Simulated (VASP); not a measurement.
Zn2O, 3 atoms in the cell. Symmetry: P-3m1, No. 164, trigonal system. The conventional cell has a = 3.015 Å, b = 3.015 Å, c = 4.644 Å, α = 90.00°, β = 90.00°, γ = 120.00°. Within 3.2 Å of Zn (site symmetry 3m) lie 3 O at 2.18 Å and 12 Zn at 2.67 to 3.15 Å. Within 3.1 Å of O (site symmetry -3m) lie 6 Zn at 2.18 Å and 6 O at 3.02 Å. 

| Property | Result |
| --- | --- |
| Program | VASP 6.6.1 |
| Task | relaxation of cell and atoms |
| Functional | PBE |
| Potentials or basis | VASP PAW PBE potentials, release 64 (Zn, O) |
| Cutoff | 600 eV |
| k mesh | 12 × 12 × 8 |
| Occupations | gaussian, width 0.1 eV |
| Spin | no spin polarisation |
| Dipole correction | no |
| Further INCAR settings | ALGO = Normal; EDIFF = 1e-07; IBRION = 2; EDIFFG = -0.01; NSW = 100; ISIF = 3 |

Potentials or basis: VASP PAW PBE potentials, release 64 (Zn, O).

Command:

```sh
$ cat potpaw_PBE.64/Zn/POTCAR potpaw_PBE.64/O/POTCAR > POTCAR
$ mpirun -np 1 vasp_std > vasp.out
```

Hardware: 1 thread of Intel(R) Xeon(R) 6975P-C (Granite Rapids), with other jobs on the host.

Task: Estimate the wall time of this run.

Result: Run time: 92 s on 1 thread of Intel(R) Xeon(R) 6975P-C (Granite Rapids), with other jobs on the host, peak memory 0.23 GiB. Counts: scf iterations 36, k points 131, ion steps 4.
